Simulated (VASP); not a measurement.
A run of VASP 6.6.1:

Contents of INCAR:

```
SYSTEM = Mo
PREC = Accurate
ENCUT = 520
EDIFF = 1E-7
ISMEAR = 0
SIGMA = 0.15
LREAL = .False.
LASPH = .True.
NELM = 100
ALGO = Fast
ISIF = 2
LWAVE = .False.
LCHARG = .False.
NBANDS = 13
```

KPOINTS

```
regular mesh
0
Gamma
  22 22 22
  0 0 0
```

The input POSCAR:

```
Mo
1.0
   -2.2912445304      1.6952618296      1.6952618296
    1.6952618296     -2.2912445304      1.6952618296
    1.6952618296      1.6952618296     -2.2912445304
Mo
1
Direct
    0.0000000000      0.0000000000      0.0000000000
```

Potentials or basis: VASP PAW LDA potentials, release 64 (Mo_sv).

Launch:

```bash
$ cat potpaw_LDA.64/Mo_sv/POTCAR > POTCAR
$ mpirun -np 1 vasp_std > vasp.out
```

Hardware: 1 thread of AMD EPYC 9R45 96-Core Processor (Zen 5) (shared host).

Q: Estimate the wall time of this run.

A: It took 3.3 min on 1 thread of AMD EPYC 9R45 96-Core Processor (Zen 5), on a shared host, peak memory 0.3 GiB. Counts: scf iterations 13, k points 1024.
